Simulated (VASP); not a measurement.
# Zn7Se8 (a cell with a defect) in VASP: relaxation of the atoms with PBEsol

Aim: the relaxation of the atoms of Zn7Se8 (a cell with a defect) with PBEsol.

All numbers are computed with VASP 6.6.1; they aren't measurements. Logs are shortened: lines on timing, memory, paths and dates and some standing lists are left out, and cuts for length are marked.

### Step 1. The cell of the first run

The cell holds a defect, 15 atoms: a = 7.967 Å, b = 7.967 Å, c = 7.967 Å, α = 60.00°, β = 60.00°, γ = 60.00°.

### Step 2. Relaxation of the atoms, PBEsol (atoms taken out)

Contents of INCAR:

```
SYSTEM = Zn7Se8
ALGO = Normal ; EDIFF = 1E-6
EDIFFG = -0.02 ; ENCUT = 520
GGA = PS ; IBRION = 2
ISIF = 2 ; ISMEAR = 0
LASPH = .True. ; LCHARG = .False.
LREAL = Auto ; LWAVE = .False.
NELECT = 134.0 ; NELM = 100
NSW = 80 ; PREC = Accurate
SIGMA = 0.02
```

Contents of KPOINTS:

```
k-points
0
Gamma
  2 2 2
  0 0 0
```

Contents of POSCAR:

```
Zn7Se8
1.0
    0.0000000000      5.6332473971     -5.6332473971
    5.6332473971      5.6332473971      0.0000000000
    5.6332473971      0.0000000000     -5.6332473971
Zn Se
7 8
Direct
    0.5000000000      0.0000000000      0.0000000000
    1.0000000000      0.5000000000      0.0000000000
    1.0000000000      0.0000000000      0.0000000000
    0.5000000000      0.5000000000      0.5000000000
    0.5000000000      0.0000000000      0.5000000000
    1.0000000000      0.5000000000      0.5000000000
    1.0000000000      0.0000000000      0.5000000000
    0.3750000000      0.3750000000      0.3750000000
    0.3750000000      0.8750000000      0.3750000000
    0.8750000000      0.3750000000      0.3750000000
    0.8750000000      0.8750000000      0.3750000000
    0.3750000000      0.3750000000      0.8750000000
    0.3750000000      0.8750000000      0.8750000000
    0.8750000000      0.3750000000      0.8750000000
    0.8750000000      0.8750000000      0.8750000000
```

Potentials or basis: VASP PAW PBE potentials, release 64 (Zn, Se).

The run is started by

```bash
> cat potpaw_PBE.64/Zn/POTCAR potpaw_PBE.64/Se/POTCAR > POTCAR
> mpirun -np 1 vasp_std > vasp.out
```

OUTCAR:

```text
SYSTEM = Zn7Se8
   EDIFF = 1E-6
   EDIFFG = -0.02
   ENCUT = 520
   GGA = PS
   IBRION = 2
   ISIF = 2
   ISMEAR = 0
   LASPH = .True.
   LREAL = Auto
   NELECT = 134.0
   NELM = 100
   NSW = 80
   PREC = Accurate

 ion  position               nearest neighbor table
   1  0.500  0.000  0.000-   9 2.44  12 2.44  13 2.44  15 2.44
   2  0.000  0.500  0.000-  10 2.44  12 2.44  14 2.44  15 2.44
   3  0.000  0.000  0.000-  11 2.44  13 2.44  14 2.44  15 2.44
   4  0.500  0.500  0.500-   8 2.44   9 2.44  10 2.44  12 2.44
   5  0.500  0.000  0.500-   8 2.44   9 2.44  11 2.44  13 2.44
   6  0.000  0.500  0.500-   8 2.44  10 2.44  11 2.44  14 2.44
   7  0.000  0.000  0.500-   9 2.44  10 2.44  11 2.44  15 2.44
   8  0.375  0.375  0.375-   4 2.44   5 2.44   6 2.44
   9  0.375  0.875  0.375-   1 2.44   4 2.44   5 2.44   7 2.44
  10  0.875  0.375  0.375-   2 2.44   4 2.44   6 2.44   7 2.44
  11  0.875  0.875  0.375-   3 2.44   5 2.44   6 2.44   7 2.44
  12  0.375  0.375  0.875-   1 2.44   2 2.44   4 2.44
  13  0.375  0.875  0.875-   1 2.44   3 2.44   5 2.44
  14  0.875  0.375  0.875-   2 2.44   3 2.44   6 2.44
  15  0.875  0.875  0.875-   1 2.44   2 2.44   3 2.44   7 2.44

  LATTYP: Found a face centered cubic cell.
 ALAT       =    11.2664947942

  Lattice vectors:

 A1 = (   0.0000000000,   5.6332473971,  -5.6332473971)
 A2 = (   5.6332473971,   5.6332473971,   0.0000000000)
 A3 = (   5.6332473971,   0.0000000000,  -5.6332473971)

Analysis of symmetry for initial positions (statically):
=====================================================================
 Subroutine PRICEL returns:
 Original cell was already a primitive cell.

 Routine SETGRP: Setting up the symmetry group for a
 face centered cubic supercell.

 Subroutine GETGRP returns: Found 24 space group operations
 (whereof  4 operations were pure point group operations)
 out of a pool of 48 trial point group operations.

The static configuration has the point symmetry C_2v.
 The point group associated with its full space group is T_d .

Analysis of symmetry for dynamics (positions and initial velocities):
=====================================================================
 Subroutine PRICEL returns:
 Original cell was already a primitive cell.

 Routine SETGRP: Setting up the symmetry group for a
 face centered cubic supercell.

 Subroutine GETGRP returns: Found 24 space group operations
 (whereof  4 operations were pure point group operations)
 out of a pool of 48 trial point group operations.

The dynamic configuration has the point symmetry C_2v.
 The point group associated with its full space group is T_d .

 Subroutine INISYM returns: Found 24 space group operations
 (whereof  4 operations are pure point group operations),
 and found     1 'primitive' translations

----------------------------------------------------------------------------------------

                                     Primitive cell

  volume of cell :     357.5250

  direct lattice vectors                    reciprocal lattice vectors
     0.000000000  5.633247397 -5.633247397    -0.088758750  0.088758750 -0.088758750
     5.633247397  5.633247397  0.000000000     0.088758750  0.088758750  0.088758750
     5.633247397  0.000000000 -5.633247397     0.088758750 -0.088758750 -0.088758750

  length of vectors
     7.966614869  7.966614869  7.966614869     0.153734665  0.153734665  0.153734665

  position of ions in fractional coordinates (direct lattice)
     0.500000000  0.000000000  0.000000000
     0.000000000  0.500000000  0.000000000
     0.000000000  0.000000000  0.000000000
     0.500000000  0.500000000  0.500000000
     0.500000000  0.000000000  0.500000000
     0.000000000  0.500000000  0.500000000
     0.000000000  0.000000000  0.500000000
     0.375000000  0.375000000  0.375000000
     0.375000000  0.875000000  0.375000000
     0.875000000  0.375000000  0.375000000
     0.875000000  0.875000000  0.375000000
     0.375000000  0.375000000  0.875000000
     0.375000000  0.875000000  0.875000000
     0.875000000  0.375000000  0.875000000
     0.875000000  0.875000000  0.875000000

  ion indices of the primitive-cell ions
   primitive index   ion index
                 1           1
                 2           2
                 3           3
                 4           4
                 5           5
                 6           6
                 7           7
                 8           8
                 9           9
                10          10
                11          11
                12          12
                13          13
                14          14
                15          15

----------------------------------------------------------------------------------------

 KPOINTS: k-points

Automatic generation of k-mesh.
 Grid dimensions read from file:
 generate k-points for:    2    2    2

 Generating k-lattice:

  Cartesian coordinates                     Fractional coordinates (reciprocal lattice)
    -0.044379375  0.044379375 -0.044379375     0.500000000  0.000000000  0.000000000
     0.044379375  0.044379375  0.044379375     0.000000000  0.500000000  0.000000000
     0.044379375 -0.044379375 -0.044379375     0.000000000  0.000000000  0.500000000

  Length of vectors
     0.076867333  0.076867333  0.076867333

  Shift w.r.t. Gamma in fractional coordinates (k-lattice)
     0.000000000  0.000000000  0.000000000

 Subroutine IBZKPT returns following result:
 ===========================================

 Found      3 irreducible k-points:

 Following reciprocal coordinates:
            Coordinates               Weight
  0.000000  0.000000  0.000000      1.000000
  0.500000  0.000000  0.000000      4.000000
  0.500000  0.500000  0.000000      3.000000
   k-points           NKPTS =      3   k-points in BZ     NKDIM =      3   number of bands    NBANDS=     80
   number of dos      NEDOS =    301   number of ions     NIONS =     15
   total plane-waves  NPLWV = 216000
   dimension x,y,z NGX =    60 NGY =   60 NGZ =   60
   dimension x,y,z NGXF=   120 NGYF=  120 NGZF=  120
   ions per type =               7   8
   NGX,Y,Z   is equivalent  to a cutoff of  12.52, 12.52, 12.52 a.u.
   NGXF,Y,Z  is equivalent  to a cutoff of  25.04, 25.04, 25.04 a.u.
 SYSTEM =  Zn7Se8
   PREC   = accura    normal or accurate (medium, high low for compatibility)
   ISTART =      0    job   : 0-new  1-cont  2-samecut
   ICHARG =      2    charge: 1-file 2-atom 10-const
   ISPIN  =      1    spin polarized calculation?
   LNONCOLLINEAR =      F non collinear calculations
   LSORBIT =      F    spin-orbit coupling
   LASPH  =      T    aspherical Exc in radial PAW
   ENCUT  =  520.0 eV  38.22 Ry    6.18 a.u.  14.81 14.81 14.81*2*pi/ulx,y,z
   NELM   =    100;   NELMIN=  2; NELMDL= -5     # of ELM steps
   EDIFF  = 0.1E-05   stopping-criterion for ELM
   LREAL  =      T    real-space projection
   EDIFFG = -.2E-01   stopping-criterion for IOM
   NSW    =     80    number of steps for IOM
   IBRION =      2    ionic relax: 0-MD 1-quasi-New 2-CG
   NFREE  =      1    steps in history (QN), initial steepest desc. (CG)
   ISIF   =      2    stress and relaxation
   ISYM   =      2    0-nonsym 1-usesym 2-fastsym
   POTIM  = 0.5000    time-step for ionic-motion
   TEBEG  =    0.0;   TEEND  =   0.0 temperature during run
   PSTRESS=    0.0 pullay stress
   NELECT =     134.0000    total number of electrons
   NUPDOWN=      -1.0000    fix difference up-down
   EMIN   =  10.00;   EMAX   =-10.00  energy-range for DOS
   EFERMI =   0.00;   METHOD = LEGACY
   ISMEAR =     0;   SIGMA  =   0.02  broadening in eV -4-tet -1-fermi 0-gaus
   EFERMI_NEDOS =   21; number of points for ismear=-14 and -15
   IALGO  =     38    algorithm
   IMIX   =      4    mixing-type and parameters
     AMIX     =   0.40;   BMIX     =  1.00
     AMIX_MAG =   1.60;   BMIX_MAG =  1.00
  volume/ion in A,a.u.               =      23.84       160.85
  Fermi-wavevector in a.u.,A,eV,Ry     =   1.180341  2.230522 18.955713  1.393206
  Thomas-Fermi vector in A             =   2.316635
   LORBIT       =      0    0 simple, 1 ext, 2 COOP (PROOUT), +10 PAW based schemes
   GGA     = PS    functional components
   LHFCALC =     F    Hartree Fock is set to
   AEXX    =    0.0000 exact exchange contribution
   IVDW    =     0    specifies the selected vdW correction
   LEPSILON=     F    determine dielectric tensor
   LRPA    =     F    only Hartree local field effects (RPA)
 conjugate gradient relaxation of ions
 non-spin polarized calculation
 Gauss-broadening in eV      SIGMA  =   0.02
  energy-cutoff  :      520.00
  volume of cell :      357.53
 maximum number of plane-waves:      9684
 NGX is ok and might be reduce to    60
   NGX = 29   NGY = 29   NGZ = 29

--------------------------------------- Ionic step        1  -------------------------------------------

 number of electron     133.9999983 magnetization

 Free energy of the ion-electron system (eV)
  ---------------------------------------------------
  ext. energy  EPLUGINS =         0.00000000
  ---------------------------------------------------
  free energy    TOTEN  =       -45.82767675 eV

  energy without entropy =      -45.82767675  energy(sigma->0) =      -45.82767675

------------------------ aborting loop because EDIFF is reached ----------------------------------------

  FORCE on cell =-STRESS in cart. coord.  units (eV):
  Direction    XX          YY          ZZ          XY          YZ          ZX
  --------------------------------------------------------------------------------------
  -------------------------------------------------------------------------------------
  Total       14.1419165     14.1419165     14.1419165      0.0000000      0.0000000      0.0000000
  in kB       63.3741843     63.3741843     63.3741843      0.0000000      0.0000000      0.0000000
  external PRESSURE =      63.3741843 kB  Pullay stress =       0.0000000 kB
[... 328 lines left out ...]
  energy  without entropy=      -46.4441757656  energy(sigma->0) =      -46.44417577

--------------------------------------- Ionic step        8  -------------------------------------------

 number of electron     134.0000041 magnetization

 Free energy of the ion-electron system (eV)
  ---------------------------------------------------
  ext. energy  EPLUGINS =         0.00000000
  ---------------------------------------------------
  free energy    TOTEN  =       -46.44482364 eV

  energy without entropy =      -46.44482364  energy(sigma->0) =      -46.44482364

 E-fermi :   1.6637     XC(G=0):  -9.4580

 val. band max:        1.5514550267   @ k =   0.0000   0.0000   0.0000
 cond. band min:       2.7336190823   @ k =   0.0000   0.0000   0.0000
 fundamental gap:      1.1821640556
 Fermi energy:         1.6637258211

 k-point     1 :       0.0000    0.0000    0.0000
  band No.  band energies     occupation
      1     -11.8417      2.00000
      2     -11.0620      2.00000
      3     -11.0620      2.00000
      4     -11.0620      2.00000
      5     -10.8720      2.00000
      6     -10.5782      2.00000
[... 235 lines left out ...]
     78       6.8351      0.00000
     79       7.2959      0.00000
 [bands above 79 left out]

------------------------ aborting loop because EDIFF is reached ----------------------------------------

  FORCE on cell =-STRESS in cart. coord.  units (eV):
  Direction    XX          YY          ZZ          XY          YZ          ZX
  --------------------------------------------------------------------------------------
  -------------------------------------------------------------------------------------
  Total       11.4495935     11.4495935     11.4495935     -0.0000000     -0.0000000     -0.0000000
  in kB       51.3090746     51.3090746     51.3090746     -0.0000000     -0.0000000     -0.0000000
  external PRESSURE =      51.3090746 kB  Pullay stress =       0.0000000 kB
[... 30 lines left out ...]
  FREE ENERGIE OF THE ION-ELECTRON SYSTEM (eV)
  ---------------------------------------------------
  free  energy   TOTEN  =       -46.4448236439 eV

  energy  without entropy=      -46.4448236439  energy(sigma->0) =      -46.44482364

 reached required accuracy - stopping structural energy minimisation
```

Wall time 22 min (1 thread of AMD EPYC 7R43 (Zen 3), shared host); peak memory 0.5 GiB.

What came out:

- Free energy: -46.4448 eV
- Energy gained by relaxing: 41.1 meV/atom
- Ionic steps: 8
- Largest force after relaxing: 0.011 eV/Å

Forces in eV/Å, atoms in the order of the input:
```
Zn   0.000  0.000 -0.010
Zn   0.010  0.000  0.000
Zn   0.000 -0.010  0.000
Zn   0.000  0.010  0.000
Zn  -0.010  0.000  0.000
Zn   0.000  0.000  0.010
Zn   0.000  0.000  0.000
Se  -0.001  0.001  0.001
Se   0.006 -0.006  0.006
Se  -0.006 -0.006 -0.006
Se   0.006  0.006 -0.006
Se   0.001  0.001 -0.001
Se  -0.001 -0.001 -0.001
Se   0.001 -0.001  0.001
Se  -0.006  0.006  0.006
```

The path:
```csv
step,energy change (eV),largest force (eV/Å),pressure (GPa)
1,0.0000,0.9665,6.34
2,-0.2850,0.6274,6.10
3,-0.5582,0.4140,5.82
4,-0.5726,0.3765,5.77
5,-0.6110,0.1428,5.36
6,-0.6165,0.0498,5.13
7,-0.6165,0.0454,5.14
8,-0.6171,0.0109,5.13
```

Final structure:
```yaml
crystal:
  lattice:
    - [0.00000, 5.63325, -5.63325]
    - [5.63325, 5.63325, 0.00000]
    - [5.63325, 0.00000, -5.63325]
  atoms:
    - { symbol: Zn, position: [0.48626, 0.01374, 0.98626] }
    - { symbol: Zn, position: [0.01374, 0.48626, 0.98626] }
    - { symbol: Zn, position: [0.01374, 0.01374, 0.98626] }
    - { symbol: Zn, position: [0.48626, 0.48626, 0.51374] }
    - { symbol: Zn, position: [0.48626, 0.01374, 0.51374] }
    - { symbol: Zn, position: [0.01374, 0.48626, 0.51374] }
    - { symbol: Zn, position: [0.00000, 0.00000, 0.50000] }
    - { symbol: Se, position: [0.38245, 0.38245, 0.35265] }
    - { symbol: Se, position: [0.37832, 0.87389, 0.37389] }
    - { symbol: Se, position: [0.87389, 0.37832, 0.37389] }
    - { symbol: Se, position: [0.87389, 0.87389, 0.37389] }
    - { symbol: Se, position: [0.38245, 0.38245, 0.88245] }
    - { symbol: Se, position: [0.38245, 0.85265, 0.88245] }
    - { symbol: Se, position: [0.85265, 0.38245, 0.88245] }
    - { symbol: Se, position: [0.87389, 0.87389, 0.87832] }
```

Levels at points of the mesh, in eV from the Fermi level:
```tsv
k point	band 65	band 66	band 67	band 68	band 69	band 70
(0.00, 0.00, 0.00)	-0.11	-0.11	-0.11	1.07	2.08	2.08
(0.50, 0.00, 0.00)	-0.76	-0.38	-0.38	2.39	2.53	3.16
(0.50, 0.50, 0.00)	-1.02	-0.69	-0.69	3.44	3.54	3.58
```

Caveat: the k points lie up to 0.48 Å⁻¹ apart; the cell carries a net charge on a neutralising background, which shifts energy and pressure; the cell differs from its parent crystal (atoms taken out); the cell is charged against a uniform background, so pressure and absolute levels hang on convention; the PAW data sets were made with another functional, which shifts forces and pressure a little.
